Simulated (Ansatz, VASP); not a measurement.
## One calculation of AlN, two programs

```
CELL_PARAMETERS angstrom
3.09860 0.00000 0.00000
-1.54930 2.68347 0.00000
0.00000 0.00000 4.61560
ATOMIC_POSITIONS crystal
Al 0.33333 0.66667 0.00173
Al 0.66667 0.33333 0.50173
N 0.33333 0.66667 0.38327
N 0.66667 0.33333 0.88327
```

Alike in both runs: task relaxation of the atoms; functional PBE; k mesh 9 × 9 × 6; occupations gaussian, width 0.05 eV; no spin polarisation.

|  | VASP | Ansatz |
| --- | --- | --- |
| version | VASP 6.6.1 | Ansatz 0.2.0 |
| potentials or method | VASP PAW PBE potentials, release 64 (Al, N), cutoff 520 eV | scalar-relativistic, plane waves, PAW |
| valence electrons in the cell | 16 | 16 |

|  | VASP | Ansatz | Ansatz less VASP |
| --- | --- | --- | --- |
| gap on the k mesh at the Fermi level, each at its own relaxed structure (eV) | 4.43 | 4.41 | -0.015 |

Ansatz's warnings: stress scf threshold loose.
